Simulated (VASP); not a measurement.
# Sr2B3 (Cmmm) in VASP: single point with PBE

Aim: the single point of Sr2B3 with PBE.

Program: VASP 6.6.1. These are calculated values, not measurements. Logs are shortened: lines on timing, memory, paths and dates and some standing lists are left out, and cuts for length are marked.

## (1) The cell of the first run

It takes space group Cmmm (No. 65, orthorhombic). Conventional cell: a = 4.513 Å, b = 10.240 Å, c = 5.845 Å, α = 90.00°, β = 90.00°, γ = 90.00°. Within 3.0 Å of Sr (site symmetry mmm) lie 2 B at 2.26 Å. Sr (site symmetry mmm) has 6 B at 2.80 to 2.92 Å and 4 Sr at 3.69 Å within 3.7 Å. B (site symmetry 2/m) has 2 B at 2.26 Å and 2 Sr at 2.80 Å within 3.0 Å. Within 3.0 Å of B (site symmetry mmm) lie 4 Sr at 2.26 to 2.92 Å.

The cell was generated, and may not be a known phase.

## (2) Single point, PBE

INCAR

```
PREC     = Accurate       # precision mode
ENCUT    = 520            # plane-wave cutoff, eV
EDIFF    = 1E-6           # SCF threshold, eV
ISMEAR   = 0              # smearing method
SIGMA    = 0.1            # smearing width, eV
LREAL    = F              # projectors in reciprocal space
LASPH    = T              # aspherical terms in the spheres
NELM     = 100            # most SCF steps
ALGO     = Normal         # electronic algorithm
ISIF     = 2              # what is computed and relaxed
LWAVE    = F              # write WAVECAR
LCHARG   = F              # write CHGCAR
GGA      = PE             # functional
NBANDS   = 22             # bands
```

KPOINTS

```
Automatic mesh
0
Gamma
  10 10 8
```

POSCAR

```
Sr2B3
1.0
    2.2562582137     -5.1201269965      0.0000000000
    2.2562582137      5.1201269965      0.0000000000
    0.0000000000      0.0000000000      5.8453516796
Sr B
2 3
Direct
    0.0000000000      0.0000000000      0.5000000000
    0.5000000000      0.5000000000      0.0000000000
    0.0000000000      0.5000000000      0.0000000000
    0.5000000000      0.0000000000      0.0000000000
    0.5000000000      0.5000000000      0.5000000000
```

Potentials or basis: VASP PAW PBE potentials, release 64 (Sr_sv, B).

The run is started by

```
$ cat potpaw_PBE.64/Sr_sv/POTCAR potpaw_PBE.64/B/POTCAR > POTCAR
$ mpirun -np 1 vasp_std > vasp.out
```

OUTCAR:

```text
PREC = Accurate
   ENCUT = 520
   EDIFF = 1E-6
   ISMEAR = 0
   LREAL = F
   LASPH = T
   NELM = 100
   ISIF = 2
   GGA = PE

 ion  position               nearest neighbor table
   1  0.000  0.000  0.500-   5 2.26   5 2.26   2 3.69   2 3.69   2 3.69   2 3.69
   2  0.500  0.500  0.000-   3 2.80   4 2.80   4 2.80   3 2.80   5 2.92   5 2.92   1 3.69   1 3.69
                             1 3.69   1 3.69
   3  0.000  0.500  0.000-   2 2.80   2 2.80
   4  0.500  0.000  0.000-   2 2.80   2 2.80
   5  0.500  0.500  0.500-   1 2.26   1 2.26   2 2.92   2 2.92

  LATTYP: Found a base centered orthorhombic cell.
 ALAT       =     4.5125164274
 B/A-ratio  =     2.2693001029
 C/A-ratio  =     1.2953640776

  Lattice vectors:

 A1 = (   2.2562582137,  -5.1201269965,   0.0000000000)
 A2 = (   2.2562582137,   5.1201269965,   0.0000000000)
 A3 = (   0.0000000000,   0.0000000000,   5.8453516796)

Analysis of symmetry for initial positions (statically):
=====================================================================
 Subroutine PRICEL returns:
 Original cell was already a primitive cell.

 Routine SETGRP: Setting up the symmetry group for a
 base centered orthorhombic supercell.

 Subroutine GETGRP returns: Found  8 space group operations
 (whereof  8 operations were pure point group operations)
 out of a pool of  8 trial point group operations.

The static configuration has the point symmetry D_2h.

Analysis of symmetry for dynamics (positions and initial velocities):
=====================================================================
 Subroutine PRICEL returns:
 Original cell was already a primitive cell.

 Routine SETGRP: Setting up the symmetry group for a
 base centered orthorhombic supercell.

 Subroutine GETGRP returns: Found  8 space group operations
 (whereof  8 operations were pure point group operations)
 out of a pool of  8 trial point group operations.

The dynamic configuration has the point symmetry D_2h.

 Subroutine INISYM returns: Found  8 space group operations
 (whereof  8 operations are pure point group operations),
 and found     1 'primitive' translations

----------------------------------------------------------------------------------------

                                     Primitive cell

  volume of cell :     135.0548

  direct lattice vectors                    reciprocal lattice vectors
     2.256258214 -5.120126996  0.000000000     0.221605841 -0.097653828  0.000000000
     2.256258214  5.120126996  0.000000000     0.221605841  0.097653828  0.000000000
     0.000000000  0.000000000  5.845351680     0.000000000  0.000000000  0.171076105

  length of vectors
     5.595212381  5.595212381  5.845351680     0.242168163  0.242168163  0.171076105

  position of ions in fractional coordinates (direct lattice)
     0.000000000  0.000000000  0.500000000
     0.500000000  0.500000000  0.000000000
     0.000000000  0.500000000  0.000000000
     0.500000000  0.000000000  0.000000000
     0.500000000  0.500000000  0.500000000

  ion indices of the primitive-cell ions
   primitive index   ion index
                 1           1
                 2           2
                 3           3
                 4           4
                 5           5

----------------------------------------------------------------------------------------

 KPOINTS: Automatic mesh

Automatic generation of k-mesh.
 Grid dimensions read from file:
 generate k-points for:   10   10    8

 Generating k-lattice:

  Cartesian coordinates                     Fractional coordinates (reciprocal lattice)
     0.022160584 -0.009765383  0.000000000     0.100000000 -0.000000000  0.000000000
     0.022160584  0.009765383  0.000000000    -0.000000000  0.100000000  0.000000000
     0.000000000  0.000000000  0.021384513     0.000000000  0.000000000  0.125000000

  Length of vectors
     0.024216816  0.024216816  0.021384513

  Shift w.r.t. Gamma in fractional coordinates (k-lattice)
     0.000000000  0.000000000  0.000000000

 Subroutine IBZKPT returns following result:
 ===========================================

 Found    155 irreducible k-points:

 Following reciprocal coordinates:
            Coordinates               Weight
  0.000000  0.000000  0.000000      1.000000
  0.100000 -0.000000  0.000000      4.000000
  0.200000 -0.000000  0.000000      4.000000
  0.300000 -0.000000  0.000000      4.000000
  0.400000 -0.000000  0.000000      4.000000
  0.500000  0.000000  0.000000      2.000000
[... 16 lines left out ...]
  0.300000  0.300000  0.000000      2.000000
  0.400000  0.300000  0.000000      4.000000
 [... further k-points ...]
   k-points           NKPTS =    155   k-points in BZ     NKDIM =    155   number of bands    NBANDS=     22
   number of dos      NEDOS =    301   number of ions     NIONS =      5
   total plane-waves  NPLWV =  84672
   dimension x,y,z NGX =    42 NGY =   42 NGZ =   48
   dimension x,y,z NGXF=    84 NGYF=   84 NGZF=   96
   ions per type =               2   3
   NGX,Y,Z   is equivalent  to a cutoff of  12.48, 12.48, 13.65 a.u.
   NGXF,Y,Z  is equivalent  to a cutoff of  24.96, 24.96, 27.30 a.u.
 SYSTEM =  unknown system
   PREC   = accura    normal or accurate (medium, high low for compatibility)
   ISTART =      0    job   : 0-new  1-cont  2-samecut
   ICHARG =      2    charge: 1-file 2-atom 10-const
   ISPIN  =      1    spin polarized calculation?
   LNONCOLLINEAR =      F non collinear calculations
   LSORBIT =      F    spin-orbit coupling
   LASPH  =      T    aspherical Exc in radial PAW
   ENCUT  =  520.0 eV  38.22 Ry    6.18 a.u.  10.40 10.40 10.87*2*pi/ulx,y,z
   NELM   =    100;   NELMIN=  2; NELMDL= -5     # of ELM steps
   EDIFF  = 0.1E-05   stopping-criterion for ELM
   LREAL  =      F    real-space projection
   EDIFFG = 0.1E-04   stopping-criterion for IOM
   NSW    =      0    number of steps for IOM
   IBRION =     -1    ionic relax: 0-MD 1-quasi-New 2-CG
   NFREE  =      0    steps in history (QN), initial steepest desc. (CG)
   ISIF   =      2    stress and relaxation
   ISYM   =      2    0-nonsym 1-usesym 2-fastsym
   POTIM  = 0.5000    time-step for ionic-motion
   TEBEG  =    0.0;   TEEND  =   0.0 temperature during run
   PSTRESS=    0.0 pullay stress
   NELECT =      29.0000    total number of electrons
   NUPDOWN=      -1.0000    fix difference up-down
   EMIN   =  10.00;   EMAX   =-10.00  energy-range for DOS
   EFERMI =   0.00;   METHOD = LEGACY
   ISMEAR =     0;   SIGMA  =   0.10  broadening in eV -4-tet -1-fermi 0-gaus
   EFERMI_NEDOS =   21; number of points for ismear=-14 and -15
   IALGO  =     38    algorithm
   IMIX   =      4    mixing-type and parameters
     AMIX     =   0.40;   BMIX     =  1.00
     AMIX_MAG =   1.60;   BMIX_MAG =  1.00
  volume/ion in A,a.u.               =      27.01       182.28
  Fermi-wavevector in a.u.,A,eV,Ry     =   0.980327  1.852549 13.075745  0.961040
  Thomas-Fermi vector in A             =   2.111248
   LORBIT       =      0    0 simple, 1 ext, 2 COOP (PROOUT), +10 PAW based schemes
   GGA     = PE    functional components
   LHFCALC =     F    Hartree Fock is set to
   AEXX    =    0.0000 exact exchange contribution
   IVDW    =     0    specifies the selected vdW correction
   LEPSILON=     F    determine dielectric tensor
   LRPA    =     F    only Hartree local field effects (RPA)
 non-spin polarized calculation
 Gauss-broadening in eV      SIGMA  =   0.10
  energy-cutoff  :      520.00
  volume of cell :      135.05
 maximum number of plane-waves:      3664
 NGX is ok and might be reduce to    42
   NGX = 21   NGY = 21   NGZ = 21

 number of electron      29.0000001 magnetization

 Free energy of the ion-electron system (eV)
  ---------------------------------------------------
  ext. energy  EPLUGINS =         0.00000000
  ---------------------------------------------------
  free energy    TOTEN  =       -13.96309025 eV

  energy without entropy =      -13.94802111  energy(sigma->0) =      -13.95555568

 E-fermi :   1.1744     XC(G=0):  -7.9924

 val. band max:        1.1681181531   @ k =   0.2000   0.2000   0.2500
 cond. band min:       1.1765613295   @ k =  -0.4000   0.2000   0.0000
 fundamental gap:      0.0084431764
 Fermi energy:         1.1744315913

 k-point     1 :       0.0000    0.0000    0.0000
  band No.  band energies     occupation
      1     -34.1694      2.00000
      2     -33.4387      2.00000
      3     -16.6074      2.00000
      4     -16.3829      2.00000
      5     -16.2024      2.00000
      6     -15.6983      2.00000
[... 14 lines left out ...]
     21       3.8556      0.00000
     22       4.7044      0.00000

 k-point     2 :       0.1000   -0.0000    0.0000
  band No.  band energies     occupation
      1     -34.1692      2.00000
      2     -33.4386      2.00000
      3     -16.6155      2.00000
      4     -16.3753      2.00000
      5     -16.2011      2.00000
      6     -15.7079      2.00000
[... 14 lines left out ...]
     21       3.8791      0.00000
     22       4.3657      0.00000

 k-point     3 :       0.2000   -0.0000    0.0000
  band No.  band energies     occupation
      1     -34.1686      2.00000
      2     -33.4384      2.00000
      3     -16.6367      2.00000
      4     -16.3548      2.00000
      5     -16.1977      2.00000
      6     -15.7330      2.00000
[... 14 lines left out ...]
     21       3.9006      0.00000
     22       3.9499      0.00000

 k-point     4 :       0.3000   -0.0000    0.0000
  band No.  band energies     occupation
      1     -34.1678      2.00000
      2     -33.4381      2.00000
      3     -16.6625      2.00000
      4     -16.3281      2.00000
      5     -16.1933      2.00000
      6     -15.7634      2.00000
[... 14 lines left out ...]
     21       4.1075      0.00000
     22       4.1306      0.00000

 k-point     5 :       0.4000   -0.0000    0.0000
  band No.  band energies     occupation
      1     -34.1672      2.00000
      2     -33.4378      2.00000
      3     -16.6833      2.00000
      4     -16.3052      2.00000
      5     -16.1898      2.00000
      6     -15.7877      2.00000
[... 14 lines left out ...]
     21       4.3167      0.00000
     22       4.5968      0.00000

 k-point     6 :       0.5000    0.0000    0.0000
  band No.  band energies     occupation
      1     -34.1669      2.00000
      2     -33.4377      2.00000
      3     -16.6912      2.00000
      4     -16.2962      2.00000
      5     -16.1884      2.00000
      6     -15.7969      2.00000
[... 14 lines left out ...]
     21       4.8678      0.00000
     22       5.0714      0.00000

 k-point     7 :       0.1000    0.1000    0.0000
  band No.  band energies     occupation
      1     -34.1686      2.00000
      2     -33.4384      2.00000
      3     -16.6366      2.00000
      4     -16.3549      2.00000
      5     -16.1970      2.00000
      6     -15.7329      2.00000
[... 324 lines left out ...]
      6     -15.7335      2.00000
[... 14 lines left out ...]
     21       4.6365      0.00000
     22       4.6618      0.00000

 k-point    21 :      -0.3000    0.2000    0.0000
  band No.  band energies     occupation
      1     -34.1691      2.00000
      2     -33.4385      2.00000
      3     -16.6160      2.00000
      4     -16.3745      2.00000
      5     -16.2052      2.00000
      6     -15.7086      2.00000
[... 14 lines left out ...]
     21       4.3786      0.00000
     22       4.7712      0.00000

 k-point    22 :      -0.2000    0.2000    0.0000
  band No.  band energies     occupation
      1     -34.1694      2.00000
      2     -33.4386      2.00000
      3     -16.6077      2.00000
      4     -16.3823      2.00000
      5     -16.2055      2.00000
      6     -15.6988      2.00000
[... 14 lines left out ...]
     21       4.4625      0.00000
     22       4.5124      0.00000

 k-point    23 :       0.3000    0.3000    0.0000
  band No.  band energies     occupation
      1     -34.1672      2.00000
      2     -33.4378      2.00000
      3     -16.6835      2.00000
      4     -16.3049      2.00000
      5     -16.1916      2.00000
      6     -15.7878      2.00000
[... 14 lines left out ...]
     21       4.7766      0.00000
     22       5.1141      0.00000

 k-point    24 :       0.4000    0.3000    0.0000
  band No.  band energies     occupation
      1     -34.1677      2.00000
      2     -33.4380      2.00000
      3     -16.6630      2.00000
      4     -16.3273      2.00000
      5     -16.1974      2.00000
      6     -15.7638      2.00000
[... 14 lines left out ...]
     21       4.8924      0.00000
     22       5.3112      0.00000

 [... further k-points ...]

------------------------ aborting loop because EDIFF is reached ----------------------------------------

  FORCE on cell =-STRESS in cart. coord.  units (eV):
  Direction    XX          YY          ZZ          XY          YZ          ZX
  --------------------------------------------------------------------------------------
  -------------------------------------------------------------------------------------
  Total        0.1634170      0.0671680      0.0573295      0.0000000      0.0000000      0.0000000
  in kB        1.9386420      0.7968246      0.6801092      0.0000000      0.0000000      0.0000000
  external PRESSURE =       1.1385253 kB  Pullay stress =       0.0000000 kB

 VOLUME and BASIS-vectors are now :
 -----------------------------------------------------------------------------
  energy-cutoff  :      520.00
  volume of cell :      135.05
      direct lattice vectors                 reciprocal lattice vectors
     2.256258214 -5.120126996  0.000000000     0.221605841 -0.097653828  0.000000000
     2.256258214  5.120126996  0.000000000     0.221605841  0.097653828  0.000000000
     0.000000000  0.000000000  5.845351680     0.000000000  0.000000000  0.171076105

 POSITION                                       TOTAL-FORCE (eV/Angst)
 -----------------------------------------------------------------------------------
      0.00000      0.00000      2.92268        -0.000000      0.000000      0.000000
      2.25626      0.00000      0.00000         0.000000     -0.000000      0.000000
      1.12813      2.56006      0.00000        -0.000000      0.000000      0.000000
      1.12813     -2.56006      0.00000        -0.000000      0.000000      0.000000
      2.25626      0.00000      2.92268         0.000000      0.000000      0.000000
 -----------------------------------------------------------------------------------
    total drift:                               -0.000000     -0.000000     -0.000000

  FREE ENERGIE OF THE ION-ELECTRON SYSTEM (eV)
  ---------------------------------------------------
  free  energy   TOTEN  =       -13.9630902498 eV

  energy  without entropy=      -13.9480211118  energy(sigma->0) =      -13.95555568
```

Run time: 7.9 min. Hardware: 1 thread of Intel Xeon Platinum 8259CL at 2.50GHz (Skylake/Cascade Lake), shared host; peak memory 0.56 GiB.

Results:

- Free energy: -13.9631 eV
- Pressure: 0.1 GPa
- Band gap on the k mesh: zero (an odd number of electrons rules out a gap without spin polarisation)

Levels at points of the mesh, in eV from the Fermi level:
```csv
k point,band 11,band 12,band 13,band 14,band 15,band 16,band 17,band 18,band 19,band 20
"(0.00, 0.00, 0.00)",-2.01,-1.79,-1.05,-0.58,0.30,1.21,1.29,2.09,2.17,2.57
"(0.50, 0.00, 0.00)",-3.98,-1.13,-0.74,-0.65,-0.59,0.25,0.27,0.90,3.05,3.24
"(0.50, 0.50, 0.00)",-2.47,-2.29,-1.29,-1.23,0.26,0.67,1.23,1.72,2.07,3.24
"(0.00, 0.00, 0.50)",-2.03,-1.75,-1.24,-0.59,-0.52,0.46,1.45,2.49,2.64,2.72
"(0.50, 0.00, 0.50)",-3.64,-1.69,-1.53,-1.07,-0.51,0.41,0.58,0.64,2.45,3.92
"(0.50, 0.50, 0.50)",-2.44,-2.31,-1.87,-1.23,-0.21,1.31,1.50,2.08,2.43,3.07
```
